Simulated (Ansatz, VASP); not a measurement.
# TaN: VASP beside Ansatz

```
CELL_PARAMETERS angstrom
2.96244 0.00000 0.00000
0.00000 2.96244 0.00000
0.00000 0.00000 3.09187
ATOMIC_POSITIONS crystal
Ta 0.00000 0.00000 0.50000
N 0.50000 0.50000 0.50000
```

Alike in both runs: functional PBE; k mesh 18 × 18 × 18; occupations gaussian, width 0.1 eV; no spin polarisation.

Ansatz relaxed the structure, and its values are those at the end. VASP's run is a single point on that final structure, the one shown.

|  | VASP | Ansatz |
| --- | --- | --- |
| version | VASP 6.6.1 | Ansatz 0.2.0 |
| potentials or method | VASP PAW PBE potentials, release 64 (Ta_pv, N), cutoff 520 eV | scalar-relativistic, plane waves, PAW |
| valence electrons in the cell | 16 | 18 |

|  | VASP | Ansatz | Ansatz less VASP |
| --- | --- | --- | --- |
| gap on the k mesh at the Fermi level (eV) | none | none | - |
| pressure (GPa) | 0.4 | 0.0 | -0.42 |

A gap of «none» marks a metal or a gap that the smearing closes. The functional is the same, so the differences come from potentials, cutoffs and numerics. VASP's potentials hold 16 valence electrons a cell and Ansatz's 18, so a difference there can come from the potentials and not from the codes.

Spin-orbit coupling is off throughout.
